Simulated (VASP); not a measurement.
## NiGe (k07): single point with PBE

The system is NiGe (k07).

```
Ni Ge
1.0
     5.38871    0.00000    0.00000
     0.00000    3.48506    0.00000
     0.00000    0.00000    5.84823
Ni Ge
4 4
Direct
  0.99438 0.75000 0.19068
  0.00562 0.25000 0.80932
  0.50562 0.25000 0.69068
  0.49438 0.75000 0.30932
  0.81000 0.75000 0.58751
  0.19000 0.25000 0.41249
  0.69000 0.25000 0.08751
  0.31000 0.75000 0.91249
```

```
Program             : VASP 6.6.1
Task                : single point
Functional          : PBE
Potentials or basis : VASP PAW PBE potentials, release 64 (Ni, Ge_d)
Cutoff              : 520 eV
k mesh              : 10 × 14 × 10
Occupations         : gaussian, width 0.1 eV
Spin                : no spin polarisation
```

* Pressure: 0.2 GPa
* Largest force: 0.011 eV/Å
* Band gap on the k mesh: zero (band 48 reaches 9.70 eV, above the bottom of band 49 at 7.96 eV)

Forces in eV/Å, atoms in the order of the input:
```
Ni  -0.010  0.000 -0.002
Ni   0.010  0.000  0.002
Ni   0.010  0.000 -0.002
Ni  -0.010  0.000  0.002
Ge  -0.001  0.000  0.002
Ge   0.001  0.000 -0.002
Ge   0.001  0.000  0.002
Ge  -0.001  0.000 -0.002
```

Stress tensor (GPa, compression positive):
```
0.29 0.00 0.00
0.00 0.16 0.00
0.00 0.00 0.23
```

Levels at points of the mesh, in eV from the Fermi level:
| k point | band 45 | band 46 | band 47 | band 48 | band 49 | band 50 | band 51 | band 52 |
| --- | --- | --- | --- | --- | --- | --- | --- | --- |
| (0.00, 0.00, 0.00) | -1.63 | -1.06 | -0.83 | -0.82 | 0.59 | 0.80 | 3.85 | 3.99 |
| (0.50, 0.00, 0.00) | -1.54 | -1.54 | 0.73 | 0.73 | 1.49 | 1.49 | 3.01 | 3.01 |
| (0.00, 0.50, 0.00) | -1.56 | -1.56 | -1.20 | -1.20 | -0.51 | -0.51 | 1.94 | 1.94 |
| (0.50, 0.50, 0.00) | -1.34 | -1.34 | -1.34 | -1.34 | 0.27 | 0.27 | 0.27 | 0.27 |
| (0.00, 0.00, 0.50) | -1.21 | -1.21 | -0.20 | -0.20 | 1.10 | 1.10 | 2.51 | 2.51 |
| (0.50, 0.00, 0.50) | -0.91 | -0.91 | 0.69 | 0.69 | 2.41 | 2.41 | 2.48 | 2.48 |
| (0.00, 0.50, 0.50) | -1.60 | -1.60 | -1.47 | -1.47 | 0.39 | 0.39 | 0.62 | 0.62 |
| (0.50, 0.50, 0.50) | -1.52 | -1.52 | -1.52 | -1.52 | 2.40 | 2.40 | 2.40 | 2.40 |

Run time: 10 min on 1 × NVIDIA H100 80GB with 1 thread of AMD EPYC 7R13 Processor (Zen 3), on a shared host, peak memory 2.3 GiB.

Spin polarisation is off, so any magnetic state and its effect on volume and gap are missing.
